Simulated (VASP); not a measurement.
Input of a VASP 6.6.1 run:

The input INCAR:

```
SYSTEM = TiAl2
PREC = Accurate ; ENCUT = 520
EDIFF = 1E-6 ; ISMEAR = 0
SIGMA = 0.15 ; LREAL = .False.
LASPH = .True. ; NELM = 60
ALGO = Fast ; ISIF = 2
LWAVE = .False. ; LCHARG = .False.
NBANDS = 27
```

The input KPOINTS:

```
regular mesh
0
Gamma
  12 12 12
  0 0 0
```

The input POSCAR:

```
TiAl2
1.0
    1.9012479005     -5.8788627606      0.0000000000
    1.9012479005      5.8788627606      0.0000000000
    0.0000000000      0.0000000000      3.5711168772
Ti Al
2 4
Direct
    0.6560576955      0.3439423045      0.0000000000
    0.3439423045      0.6560576955      0.0000000000
    0.0000000000      0.0000000000      0.0000000000
    0.8269820961      0.1730179039      0.5000000000
    0.1730179039      0.8269820961      0.5000000000
    0.5000000000      0.5000000000      0.5000000000
```

Potentials or basis: VASP PAW LDA potentials, release 64 (Ti_sv, Al).

The run is started by

```bash
$ cat potpaw_LDA.64/Ti_sv/POTCAR potpaw_LDA.64/Al/POTCAR > POTCAR
$ mpirun -np 1 vasp_std > vasp.out
```

(1) Estimate the pressure.

(2) Estimate the band gap on the k mesh.

(3) What does it give for the largest force?

Results:

(1) 20.2 GPa.

(2) zero (bands 18 and 19 overlap by 1.96 eV).

(3) 0.081 eV/Å.

Caveat: the cell stands under pressure.
